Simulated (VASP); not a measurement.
Input of a VASP 6.6.1 run:

The input INCAR:

```
PREC = Accurate
ENCUT = 520
EDIFF = 1E-7
ISMEAR = 0
SIGMA = 0.1
LREAL = False
LASPH = True
NELM = 100
ALGO = Normal
ISIF = 2
LWAVE = False
LCHARG = False
GGA = PE
NBANDS = 26
```

KPOINTS

```
regular mesh
0
Gamma
  6 6 2
```

Contents of POSCAR:

```
Li2TaO3
1.0
    2.8794593800      0.0000000000      0.0000000000
    0.0000000000      2.8794593800      0.0000000000
    0.0000000000      0.0000000000      8.3110331600
Li Ta O
2 1 3
Direct
    0.0000000000      0.0000000000      0.9999432600
    0.5000000000      0.5000000000      0.5015775000
    0.5000000000      0.5000000000      0.1713354600
    0.0000000000      0.0000000000      0.6746923900
    0.0000000000      0.0000000000      0.3274696500
    0.5000000000      0.5000000000      0.8249817500
```

Potentials or basis: VASP PAW PBE potentials, release 64 (Li_sv, Ta_pv, O).

The run is started by

```console
$ cat potpaw_PBE.64/Li_sv/POTCAR potpaw_PBE.64/Ta_pv/POTCAR potpaw_PBE.64/O/POTCAR > POTCAR
$ mpirun -np 1 vasp_std > vasp.out
```

**Question.** What does it give for the largest force?

**Answer.** 5.358 eV/Å.

Forces on the atoms (eV/Å):
```
Li   0.000  0.000 -5.358
Li   0.000  0.000  1.928
Ta   0.000  0.000  2.556
O    0.000  0.000  0.078
O    0.000  0.000 -1.312
O    0.000  0.000  2.108
```

Caveat: the k points lie up to 0.38 Å⁻¹ apart; an odd number of electrons without spin polarisation forces a metal; a magnetic or distorted state may lie lower.
